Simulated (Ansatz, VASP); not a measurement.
## Se: VASP beside Ansatz

The input INCAR:

```
SYSTEM = Se
  PREC = Accurate
  ENCUT = 520
  EDIFF = 1E-6
  ISMEAR = -1
  SIGMA = 0.05
  LREAL = .FALSE.
  LASPH = .TRUE.
  NELM = 80
  ALGO = Normal
  ISIF = 2
  LWAVE = .FALSE.
  LCHARG = .TRUE.
  GGA = PS
  LELF = .TRUE.
  LVHAR = .TRUE.
  NBANDS = 13
```

KPOINTS

```
Automatic mesh
0
G
  8 8 4
  0 0 0
```

The input POSCAR:

```
Se
1.0
    1.4057924069     -4.0723847039      0.0000000000
    1.4057924069      4.0723847039      0.0000000000
    0.0000000000      0.0000000000      4.6515602580
Se
2
Direct
    0.9356550000      0.0643450000      0.2500000000
    0.0643450000      0.9356550000      0.7500000000
```

Input for Ansatz:

```yaml
crystal:
  lattice:
    - [1.4057924068683356, -4.072384703897475, 0.0]
    - [1.4057924068683356, 4.072384703897475, 0.0]
    - [0.0, 0.0, 4.651560258035567]
  atoms:
    - { symbol: Se, position: [0.935655, 0.064345, 0.25] }
    - { symbol: Se, position: [0.064345, 0.935655, 0.75] }
basis:
  ecutwfc: 500.0
kpoints:
  mp_grid:
    grid: [8, 8, 4]
hamiltonian:
  xc: pbesol
scf:
  convergence:
    dr2_threshold: 1.0e-10
  occupations:
    method: fermi_dirac
    width: 0.05
output:
  stress: true
```

Alike in both runs: task single point; functional PBEsol; k mesh 8 × 8 × 4; occupations fermi-dirac, width 0.05 eV; no spin polarisation.

|  | VASP | Ansatz |
| --- | --- | --- |
| version | VASP 6.6.1 | Ansatz 0.2.0 |
| potentials or method | VASP PAW PBE potentials, release 64 (Se), cutoff 520 eV | plane waves, PAW |
| valence electrons in the cell | 12 | 32 |

```tsv
	VASP	Ansatz	Ansatz less VASP
pressure (GPa)	-2.0	-2.0	-0.09
traceless stress, the component that is largest in VASP (GPa)	-1.12	-1.12	+0.005
```

VASP's potentials were made for PBE, not for PBEsol. VASP's potentials hold 12 valence electrons a cell and Ansatz's 32, so a difference there can come from the potentials and not from the codes.
